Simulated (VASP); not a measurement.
# Tc3Sn (Fm-3m) in VASP: further runs

Runs on Tc3Sn. Level: LDA. Tasks: single point.

Everything below comes from runs of VASP 6.6.1. Logs are shortened: lines on timing, memory, paths and dates and some standing lists are left out, and cuts for length are marked.

## (1) The cell of the first run

Symmetry: Fm-3m, No. 225, cubic system. The conventional cell has a = 6.188 Å, b = 6.188 Å, c = 6.188 Å, α = 90.00°, β = 90.00°, γ = 90.00°. Within 3.5 Å of Sn (site symmetry m-3m) lie 14 Tc at 2.68 to 3.09 Å. Tc (site symmetry m-3m) has 8 Tc at 2.68 Å and 6 Sn at 3.09 Å within 3.5 Å. Tc (site symmetry -43m) has 4 Sn at 2.68 Å and 10 Tc at 2.68 to 3.09 Å within 3.5 Å.

## (2) Single point, LDA

File INCAR:

```
  ALGO = Normal
  EDIFF = 1E-7
  ENCUT = 520
  ISIF = 2
  ISMEAR = 1
  LASPH = T
  LCHARG = F
  LREAL = F
  LWAVE = F
  NBANDS = 34
  NELM = 60
  PREC = Accurate
  SIGMA = 0.05
```

File KPOINTS:

```
k-points
0
Gamma
  6 6 6
```

File POSCAR:

```
Tc3Sn
1.0
    0.0000000000      3.0941882453      3.0941882453
    3.0941882453      0.0000000000      3.0941882453
    3.0941882453      3.0941882453      0.0000000000
Sn Tc
1 3
Direct
    0.0000000000      0.0000000000      0.0000000000
    0.5000000000      0.5000000000      0.5000000000
    0.2500000000      0.2500000000      0.2500000000
    0.7500000000      0.7500000000      0.7500000000
```

Potentials or basis: VASP PAW LDA potentials, release 64 (Sn_d, Tc_pv).

Launch:

```sh
$ cat potpaw_LDA.64/Sn_d/POTCAR potpaw_LDA.64/Tc_pv/POTCAR > POTCAR
$ mpirun -np 1 vasp_std > vasp.out
```

OUTCAR:

```text
EDIFF = 1E-7
   ENCUT = 520
   ISIF = 2
   ISMEAR = 1
   LASPH = T
   LREAL = F
   NELM = 60
   PREC = Accurate

 ion  position               nearest neighbor table
   1  0.000  0.000  0.000-   4 2.68   4 2.68   4 2.68   3 2.68   4 2.68   3 2.68   3 2.68   3 2.68
                             2 3.09   2 3.09   2 3.09   2 3.09   2 3.09   2 3.09
   2  0.500  0.500  0.500-   3 2.68   3 2.68   3 2.68   3 2.68   4 2.68   4 2.68   4 2.68   4 2.68
                             1 3.09   1 3.09   1 3.09   1 3.09   1 3.09   1 3.09
   3  0.250  0.250  0.250-   1 2.68   1 2.68   1 2.68   1 2.68   2 2.68   2 2.68   2 2.68   2 2.68
                             4 3.09   4 3.09   4 3.09   4 3.09   4 3.09   4 3.09
   4  0.750  0.750  0.750-   2 2.68   2 2.68   2 2.68   1 2.68   2 2.68   1 2.68   1 2.68   1 2.68
                             3 3.09   3 3.09   3 3.09   3 3.09   3 3.09   3 3.09

  LATTYP: Found a face centered cubic cell.
 ALAT       =     6.1883764906

  Lattice vectors:

 A1 = (   0.0000000000,   3.0941882453,   3.0941882453)
 A2 = (   3.0941882453,   0.0000000000,   3.0941882453)
 A3 = (   3.0941882453,   3.0941882453,   0.0000000000)

Analysis of symmetry for initial positions (statically):
=====================================================================
 Subroutine PRICEL returns:
 Original cell was already a primitive cell.

 Routine SETGRP: Setting up the symmetry group for a
 face centered cubic supercell.

 Subroutine GETGRP returns: Found 48 space group operations
 (whereof 48 operations were pure point group operations)
 out of a pool of 48 trial point group operations.

The static configuration has the point symmetry O_h .

Analysis of symmetry for dynamics (positions and initial velocities):
=====================================================================
 Subroutine PRICEL returns:
 Original cell was already a primitive cell.

 Routine SETGRP: Setting up the symmetry group for a
 face centered cubic supercell.

 Subroutine GETGRP returns: Found 48 space group operations
 (whereof 48 operations were pure point group operations)
 out of a pool of 48 trial point group operations.

The dynamic configuration has the point symmetry O_h .

 Subroutine INISYM returns: Found 48 space group operations
 (whereof 48 operations are pure point group operations),
 and found     1 'primitive' translations

----------------------------------------------------------------------------------------

                                     Primitive cell

  volume of cell :      59.2475

  direct lattice vectors                    reciprocal lattice vectors
     0.000000000  3.094188245  3.094188245    -0.161593271  0.161593271  0.161593271
     3.094188245  0.000000000  3.094188245     0.161593271 -0.161593271  0.161593271
     3.094188245  3.094188245  0.000000000     0.161593271  0.161593271 -0.161593271

  length of vectors
     4.375842981  4.375842981  4.375842981     0.279887756  0.279887756  0.279887756

  position of ions in fractional coordinates (direct lattice)
     0.000000000  0.000000000  0.000000000
     0.500000000  0.500000000  0.500000000
     0.250000000  0.250000000  0.250000000
     0.750000000  0.750000000  0.750000000

  ion indices of the primitive-cell ions
   primitive index   ion index
                 1           1
                 2           2
                 3           3
                 4           4

----------------------------------------------------------------------------------------

 KPOINTS: k-points

Automatic generation of k-mesh.
 Grid dimensions read from file:
 generate k-points for:    6    6    6

 Generating k-lattice:

  Cartesian coordinates                     Fractional coordinates (reciprocal lattice)
    -0.026932212  0.026932212  0.026932212     0.166666667  0.000000000  0.000000000
     0.026932212 -0.026932212  0.026932212     0.000000000  0.166666667  0.000000000
     0.026932212  0.026932212 -0.026932212     0.000000000  0.000000000  0.166666667

  Length of vectors
     0.046647959  0.046647959  0.046647959

  Shift w.r.t. Gamma in fractional coordinates (k-lattice)
     0.000000000  0.000000000  0.000000000

 Subroutine IBZKPT returns following result:
 ===========================================

 Found     16 irreducible k-points:

 Following reciprocal coordinates:
            Coordinates               Weight
  0.000000  0.000000  0.000000      1.000000
  0.166667  0.000000  0.000000      8.000000
  0.333333  0.000000  0.000000      8.000000
  0.500000  0.000000  0.000000      4.000000
  0.166667  0.166667  0.000000      6.000000
  0.333333  0.166667  0.000000     24.000000
[... 8 lines left out ...]
 -0.333333  0.333333  0.166667     24.000000
 -0.333333  0.500000  0.166667     12.000000
   k-points           NKPTS =     16   k-points in BZ     NKDIM =     16   number of bands    NBANDS=     34
   number of dos      NEDOS =    301   number of ions     NIONS =      4
   total plane-waves  NPLWV =  46656
   dimension x,y,z NGX =    36 NGY =   36 NGZ =   36
   dimension x,y,z NGXF=    72 NGYF=   72 NGZF=   72
   ions per type =               1   3
   NGX,Y,Z   is equivalent  to a cutoff of  13.68, 13.68, 13.68 a.u.
   NGXF,Y,Z  is equivalent  to a cutoff of  27.35, 27.35, 27.35 a.u.
 SYSTEM =  unknown system
   PREC   = accura    normal or accurate (medium, high low for compatibility)
   ISTART =      0    job   : 0-new  1-cont  2-samecut
   ICHARG =      2    charge: 1-file 2-atom 10-const
   ISPIN  =      1    spin polarized calculation?
   LNONCOLLINEAR =      F non collinear calculations
   LSORBIT =      F    spin-orbit coupling
   LASPH  =      T    aspherical Exc in radial PAW
   ENCUT  =  520.0 eV  38.22 Ry    6.18 a.u.   8.14  8.14  8.14*2*pi/ulx,y,z
   NELM   =     60;   NELMIN=  2; NELMDL= -5     # of ELM steps
   EDIFF  = 0.1E-06   stopping-criterion for ELM
   LREAL  =      F    real-space projection
   EDIFFG = 0.1E-05   stopping-criterion for IOM
   NSW    =      0    number of steps for IOM
   IBRION =     -1    ionic relax: 0-MD 1-quasi-New 2-CG
   NFREE  =      0    steps in history (QN), initial steepest desc. (CG)
   ISIF   =      2    stress and relaxation
   ISYM   =      2    0-nonsym 1-usesym 2-fastsym
   POTIM  = 0.5000    time-step for ionic-motion
   TEBEG  =    0.0;   TEEND  =   0.0 temperature during run
   PSTRESS=    0.0 pullay stress
   NELECT =      53.0000    total number of electrons
   NUPDOWN=      -1.0000    fix difference up-down
   EMIN   =  10.00;   EMAX   =-10.00  energy-range for DOS
   EFERMI =   0.00;   METHOD = LEGACY
   ISMEAR =     1;   SIGMA  =   0.05  broadening in eV -4-tet -1-fermi 0-gaus
   EFERMI_NEDOS =   21; number of points for ismear=-14 and -15
   IALGO  =     38    algorithm
   IMIX   =      4    mixing-type and parameters
     AMIX     =   0.40;   BMIX     =  1.00
     AMIX_MAG =   1.60;   BMIX_MAG =  1.00
  volume/ion in A,a.u.               =      14.81        99.96
  Fermi-wavevector in a.u.,A,eV,Ry     =   1.577406  2.980864 33.854133  2.488209
  Thomas-Fermi vector in A             =   2.678093
   LORBIT       =      0    0 simple, 1 ext, 2 COOP (PROOUT), +10 PAW based schemes
   GGA     = CA    functional components
   LHFCALC =     F    Hartree Fock is set to
   AEXX    =    0.0000 exact exchange contribution
   IVDW    =     0    specifies the selected vdW correction
   LEPSILON=     F    determine dielectric tensor
   LRPA    =     F    only Hartree local field effects (RPA)
 non-spin polarized calculation
 Methfessel and Paxton  Order N= 1 SIGMA  =   0.05
  energy-cutoff  :      520.00
  volume of cell :       59.25
 maximum number of plane-waves:      1639
 NGX is ok and might be reduce to    36
   NGX = 17   NGY = 17   NGZ = 17

 number of electron      53.0000003 magnetization

 Free energy of the ion-electron system (eV)
  ---------------------------------------------------
  ext. energy  EPLUGINS =         0.00000000
  ---------------------------------------------------
  free energy    TOTEN  =       -38.70765300 eV

  energy without entropy =      -38.70550051  energy(sigma->0) =      -38.70693550

 E-fermi :  13.4653     XC(G=0): -13.8051

 val. band max:       13.4473775939   @ k =  -0.3333   0.3333   0.0000
 cond. band min:      13.4654594014   @ k =  -0.3333   0.1667   0.0000
 fundamental gap:      0.0180818075
 Fermi energy:        13.4653246441

 k-point     1 :       0.0000    0.0000    0.0000
  band No.  band energies     occupation
      1     -25.8943      2.00000
      2     -25.8943      2.00000
      3     -25.8943      2.00000
      4     -25.1717      2.00000
      5     -25.1717      2.00000
      6     -25.1717      2.00000
[... 26 lines left out ...]
     33      18.7584      0.00000
     34      18.7584      0.00000

 k-point     2 :       0.1667    0.0000    0.0000
  band No.  band energies     occupation
      1     -25.9080      2.00000
      2     -25.9080      2.00000
      3     -25.9018      2.00000
      4     -25.1501      2.00000
      5     -25.1501      2.00000
      6     -25.1206      2.00000
[... 26 lines left out ...]
     33      19.0852      0.00000
     34      19.0852      0.00000

 k-point     3 :       0.3333    0.0000    0.0000
  band No.  band energies     occupation
      1     -25.9337      2.00000
      2     -25.9337      2.00000
      3     -25.9037      2.00000
      4     -25.1056      2.00000
      5     -25.1056      2.00000
      6     -25.0418      2.00000
[... 26 lines left out ...]
     33      19.6484      0.00000
     34      19.6484      0.00000
[... 408 lines left out ...]
 k-point    15 :      -0.3333    0.3333    0.1667
  band No.  band energies     occupation
      1     -25.9959      2.00000
      2     -25.9189      2.00000
      3     -25.9097      2.00000
      4     -25.1734      2.00000
      5     -25.0186      2.00000
      6     -25.0137      2.00000
[... 26 lines left out ...]
     33      16.3101      0.00000
     34      20.4558      0.00000

 k-point    16 :      -0.3333    0.5000    0.1667
  band No.  band energies     occupation
      1     -26.0137      2.00000
      2     -25.9599      2.00000
      3     -25.8579      2.00000
      4     -25.2048      2.00000
      5     -24.9791      2.00000
      6     -24.9721      2.00000
[... 26 lines left out ...]
     33      15.5483      0.00000
     34      20.6763      0.00000

------------------------ aborting loop because EDIFF is reached ----------------------------------------

  FORCE on cell =-STRESS in cart. coord.  units (eV):
  Direction    XX          YY          ZZ          XY          YZ          ZX
  --------------------------------------------------------------------------------------
  -------------------------------------------------------------------------------------
  Total        1.6918745      1.6918745      1.6918745      0.0000000      0.0000000      0.0000000
  in kB       45.7518370     45.7518370     45.7518370      0.0000000      0.0000000      0.0000000
  external PRESSURE =      45.7518370 kB  Pullay stress =       0.0000000 kB

 VOLUME and BASIS-vectors are now :
 -----------------------------------------------------------------------------
  energy-cutoff  :      520.00
  volume of cell :       59.25
      direct lattice vectors                 reciprocal lattice vectors
     0.000000000  3.094188245  3.094188245    -0.161593271  0.161593271  0.161593271
     3.094188245  0.000000000  3.094188245     0.161593271 -0.161593271  0.161593271
     3.094188245  3.094188245  0.000000000     0.161593271  0.161593271 -0.161593271

 POSITION                                       TOTAL-FORCE (eV/Angst)
 -----------------------------------------------------------------------------------
      0.00000      0.00000      0.00000         0.000000      0.000000      0.000000
      3.09419      3.09419      3.09419         0.000000      0.000000      0.000000
      1.54709      1.54709      1.54709        -0.000000     -0.000000     -0.000000
      4.64128      4.64128      4.64128        -0.000000      0.000000     -0.000000
 -----------------------------------------------------------------------------------
    total drift:                                0.000000      0.000000      0.000000

  FREE ENERGIE OF THE ION-ELECTRON SYSTEM (eV)
  ---------------------------------------------------
  free  energy   TOTEN  =       -38.7076529965 eV

  energy  without entropy=      -38.7055005142  energy(sigma->0) =      -38.70693550
```

It took 27 s on 1 thread of Intel Xeon Platinum 8488C (Sapphire Rapids), shared host; peak memory 0.18 GiB.

What came out:

| Quantity | Value |
| --- | --- |
| Free energy | -38.7077 eV |
| Pressure | 4.6 GPa |
| Band gap on the k mesh | zero (an odd number of electrons rules out a gap without spin polarisation) |

Caveat: the cell stands under pressure; spin-orbit coupling is left out, which moves the levels of the heavy elements.

## (3) Single point, LDA

This run uses another cell than the first one, of 15.04 Å³/atom.

File INCAR:

```
SYSTEM = Tc3Sn
ALGO = Normal ; EDIFF = 1E-7
ENCUT = 520 ; GGA = CA
ISIF = 2 ; ISMEAR = 1
LASPH = .True. ; LCHARG = .False.
LREAL = .False. ; LWAVE = .False.
NBANDS = 34 ; NELM = 100
PREC = Accurate ; SIGMA = 0.05
```

File KPOINTS:

```
k-points
0
Gamma
  6 6 6
  0 0 0
```

File POSCAR:

```
Tc3Sn
1.0
    0.0000000000      3.1098157237      3.1098157237
    3.1098157237      0.0000000000      3.1098157237
    3.1098157237      3.1098157237      0.0000000000
Sn Tc
1 3
Direct
    0.0000000000      0.0000000000      0.0000000000
    0.5000000000      0.5000000000      0.5000000000
    0.2500000000      0.2500000000      0.2500000000
    0.7500000000      0.7500000000      0.7500000000
```

Potentials or basis: VASP PAW LDA potentials, release 64 (Sn_d, Tc_pv).

Launch:

```sh
$ cat potpaw_LDA.64/Sn_d/POTCAR potpaw_LDA.64/Tc_pv/POTCAR > POTCAR
$ mpirun -np 1 vasp_std > vasp.out
```

Wall time 28 s (1 thread of Intel Xeon Platinum 8488C (Sapphire Rapids), shared host); peak memory 0.18 GiB.

Results (log left out):

| Quantity | Value |
| --- | --- |
| Free energy | -38.7222 eV |
| Pressure | 0.3 GPa |
| Band gap on the k mesh | zero (an odd number of electrons rules out a gap without spin polarisation) |

Levels at points of the mesh, in eV from the Fermi level:
```tsv
k point	band 24	band 25	band 26	band 27	band 28	band 29
(0.00, 0.00, 0.00)	0.73	0.73	0.79	0.79	0.79	1.55
(0.50, 0.00, 0.00)	-1.20	-1.20	-0.88	0.53	0.53	0.75
(0.50, 0.50, 0.00)	-1.76	-0.54	-0.54	-0.05	0.17	0.49
```

Caveat: spin-orbit coupling is left out, which moves the levels of the heavy elements.

## (4) Single point, LDA

This run uses another cell than the first one, of 15.04 Å³/atom.

File INCAR:

```
SYSTEM = Tc3Sn
ALGO = Normal ; EDIFF = 1E-6
ENCUT = 520 ; ISIF = 2
ISMEAR = 1 ; LASPH = .TRUE.
LCHARG = .FALSE. ; LREAL = .FALSE.
LWAVE = .FALSE. ; NBANDS = 34
NELM = 100 ; PREC = Accurate
SIGMA = 0.05
```

File KPOINTS:

```
k-points
0
G
  6 6 6
  0 0 0
```

POSCAR is that of step 3.

Launch:

```sh
$ cat potpaw_LDA.64/Sn_d/POTCAR potpaw_LDA.64/Tc_pv/POTCAR > POTCAR
$ mpirun -np 1 vasp_std > vasp.out
```

Run time: 27 s. Hardware: 1 thread of Intel Xeon Platinum 8488C (Sapphire Rapids), shared host; peak memory 0.18 GiB.

Results (log left out):

- Free energy: -38.7222 eV
- Pressure: 0.3 GPa
- Band gap on the k mesh: zero (an odd number of electrons rules out a gap without spin polarisation)

Levels at points of the mesh, in eV from the Fermi level:
| k point | band 23 | band 24 | band 25 | band 26 | band 27 | band 28 | band 29 | band 30 |
| --- | --- | --- | --- | --- | --- | --- | --- | --- |
| (0.00, 0.00, 0.00) | -2.76 | 0.73 | 0.73 | 0.79 | 0.79 | 0.79 | 1.55 | 1.55 |
| (0.50, 0.00, 0.00) | -2.08 | -1.20 | -1.20 | -0.88 | 0.53 | 0.53 | 0.75 | 0.75 |
| (0.50, 0.50, 0.00) | -2.66 | -1.76 | -0.54 | -0.54 | -0.05 | 0.17 | 0.49 | 1.44 |

Caveat: spin-orbit coupling is left out, which moves the levels of the heavy elements.

## (5) Single point, LDA

This run uses another cell than the first one, of 15.26 Å³/atom.

INCAR is that of step 4.

KPOINTS is that of step 4.

File POSCAR:

```
Tc3Sn
1.0
    0.0000000000      3.1252876984      3.1252876984
    3.1252876984      0.0000000000      3.1252876984
    3.1252876984      3.1252876984      0.0000000000
Sn Tc
1 3
Direct
    0.0000000000      0.0000000000      0.0000000000
    0.5000000000      0.5000000000      0.5000000000
    0.2500000000      0.2500000000      0.2500000000
    0.7500000000      0.7500000000      0.7500000000
```

Launch:

```sh
$ cat potpaw_LDA.64/Sn_d/POTCAR potpaw_LDA.64/Tc_pv/POTCAR > POTCAR
$ mpirun -np 1 vasp_std > vasp.out
```

Wall time 27 s (1 thread of Intel Xeon Platinum 8488C (Sapphire Rapids), shared host); peak memory 0.18 GiB.

It converged, with:

- Free energy: -38.7140 eV
- Pressure: -3.6 GPa
- Band gap on the k mesh: zero (an odd number of electrons rules out a gap without spin polarisation)

Levels at points of the mesh, in eV from the Fermi level:
```tsv
k point	band 23	band 24	band 25	band 26	band 27	band 28	band 29	band 30
(0.00, 0.00, 0.00)	-2.72	0.71	0.71	0.77	0.77	0.77	1.51	1.51
(0.50, 0.00, 0.00)	-2.04	-1.18	-1.18	-0.88	0.52	0.52	0.73	0.73
(0.50, 0.50, 0.00)	-2.62	-1.71	-0.54	-0.54	-0.06	0.17	0.48	1.41
```

Caveat: the cell stands under tension; spin-orbit coupling is left out, which moves the levels of the heavy elements.

## (6) Overview

```tsv
cell	gap on the mesh (eV)	pressure (GPa)
a = 4.376 Å, angles 60.0°, 4 atoms	none	4.6
a = 4.398 Å, angles 60.0°, 4 atoms	none	0.3
a = 4.420 Å, angles 60.0°, 4 atoms	none	-3.6
```

Alike in all rows: task single point; level LDA; potentials or basis VASP PAW LDA potentials, release 64 (Sn_d, Tc_pv); no spin polarisation; k mesh 6 × 6 × 6; cutoff (eV) 520; smearing methfessel-paxton 0.05 eV.

Caveats: spin-orbit coupling is left out, which moves the levels of the heavy elements; the cell stands under pressure (at least some runs); the cell stands under tension (at least some runs).

Total energies depend on the potentials used, so only differences within one code and one set of settings carry meaning.
